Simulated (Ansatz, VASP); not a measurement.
## InB3As4: VASP beside Ansatz

```
B As In
1.0
     3.53734    0.00000    0.00000
     0.00000    7.33209    0.00000
     0.00000    0.00000    5.16193
B As In
3 4 1
Direct
  0.00000 0.77414 0.99848
  0.50000 0.00000 0.48956
  0.00000 0.22586 0.99848
  0.50000 0.78794 0.22584
  0.00000 0.00000 0.72614
  0.50000 0.21206 0.22584
  0.00000 0.50000 0.84124
  0.50000 0.50000 0.49442
```

Alike in both runs: task single point; functional r2SCAN; k mesh 8 × 4 × 6; occupations fermi-dirac, width 0.02 eV; no spin polarisation.

|  | VASP | Ansatz |
| --- | --- | --- |
| version | VASP 6.6.1 | Ansatz 0.2.0 |
| potentials or method | VASP PAW PBE potentials, release 64 (B, As, In_d) | plane waves, PAW |
| plane-wave cutoff (eV) | 520 | 500 |
| valence electrons in the cell | 42 | 82 |

|  | VASP | Ansatz | Ansatz less VASP |
| --- | --- | --- | --- |
| pressure (GPa) | 0.1 | 0.0 | -0.09 |
| rms of the force components (eV/Å) | 0.018 | 0.019 | +0.0008 |

VASP's potentials were made for PBE, not for r2SCAN. VASP's potentials hold 42 valence electrons a cell and Ansatz's 82, so a difference there can come from the potentials and not from the codes.
